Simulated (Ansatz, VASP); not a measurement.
One calculation of P, two programs

Contents of INCAR:

```
  PREC = Accurate
  ENCUT = 520
  EDIFF = 1E-6
  ISMEAR = -1
  SIGMA = 0.1
  LREAL = F
  LASPH = T
  NELM = 80
  ALGO = Normal
  ISIF = 2
  LWAVE = F
  LCHARG = F
  GGA = CA
  NBANDS = 8
```

File KPOINTS:

```
regular mesh
0
Gamma
  16 16 16
```

Contents of POSCAR:

```
P
1.0
   -1.5034118968      1.5034118968      1.5034118968
    1.5034118968     -1.5034118968      1.5034118968
    1.5034118968      1.5034118968     -1.5034118968
P
1
Direct
    0.0000000000      0.0000000000      0.0000000000
```

Input for Ansatz:

```yaml
crystal:
  lattice:
    - [-1.5034118968, 1.5034118968, 1.5034118968]
    - [1.5034118968, -1.5034118968, 1.5034118968]
    - [1.5034118968, 1.5034118968, -1.5034118968]
  atoms:
    - { symbol: P, position: [0.0, 0.0, 0.0] }
hamiltonian:
  xc: lda
  pseudopotentials:
    kind: paw
    azcp:
      P: "pseudopotentials/P.paw.azcp"
basis:
  ecutwfc: 420
  fft_grid_basis: typed
kpoints:
  mp_grid: { grid: [16, 16, 16], shift: [0, 0, 0] }
magnetization:
  spin_polarized: false
scf:
  occupations: { method: fermi_dirac, width: 0.1 }
  lower_state_search: "off"
output:
  stress: true
  write_density: true
  write_potential: true
  elf: true
  volumetric_format: npy
```

Alike in both runs: task single point; functional LDA; k mesh 16 × 16 × 16; occupations fermi-dirac, width 0.1 eV; no spin polarisation.

|  | VASP | Ansatz |
| --- | --- | --- |
| version | VASP 6.6.1 | Ansatz 0.2.0 |
| potentials or method | VASP PAW LDA potentials, release 64 (P), cutoff 520 eV | plane waves (420 eV) with PAW, scalar-relativistic |
| valence electrons in the cell | 5 | 5 |

```tsv
	VASP	Ansatz	Ansatz less VASP
pressure (GPa)	-0.2	-0.1	+0.12
```

Ansatz warns that its potentials were made for another functional, while VASP's fit it. LDA's correlation is that of Perdew and Zunger in VASP and of Perdew and Wang (1992) in Ansatz.
